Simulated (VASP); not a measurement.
**HfIrC2: single point with PBE**

Crystal: HfIrC2.

```
Hf Ir C
1.0
     3.92215    0.00000    0.00000
    -1.96108    3.39668    0.00000
     0.00000    0.00000    5.12985
Hf Ir C
1 1 2
Direct
  0.00000 0.00000 0.00000
  0.00000 0.00000 0.50000
  0.33333 0.66667 0.00000
  0.66667 0.33333 0.00000
```

The cell was built from a structure type or drawn by symmetry, and may not be a known phase.

```
Program                : VASP 6.6.1
Task                   : single point
Functional             : PBE
Potentials or basis    : VASP PAW PBE potentials, release 64 (Hf_pv, Ir, C)
Cutoff                 : 520 eV
k mesh                 : 6 × 6 × 4
Occupations            : gaussian, width 0.1 eV
Spin                   : no spin polarisation
Dipole correction      : no
Further INCAR settings : ALGO = Normal; EDIFF = 1e-07; NBANDS = 22
```

| Item | Value |
| --- | --- |
| Pressure | -0.3 GPa |
| Band gap on the k mesh | zero (an odd number of electrons rules out a gap without spin polarisation) |

Stress tensor (GPa, compression positive):
```
-0.18  0.00  0.00
 0.00 -0.18  0.00
 0.00  0.00 -0.52
```

Levels at points of the mesh, in eV from the Fermi level:
```
           k point  band 11  band 12  band 13  band 14  band 15  band 16
(0.00, 0.00, 0.00)    -1.87    -1.87    -0.77    -0.77     1.97     2.40
(0.50, 0.00, 0.00)    -1.43    -0.50    -0.18     0.29     0.36     0.75
(0.00, 0.00, 0.50)    -1.21    -0.90    -0.90     0.46     1.04     1.88
(0.50, 0.00, 0.50)    -1.42    -0.95    -0.17    -0.09     0.37     1.09
```

Run time: 82 s on 1 thread of AMD EPYC 7R13, on a shared host, peak memory 0.17 GiB.

Caveat: spin-orbit coupling is left out, which moves the levels of the heavy elements.
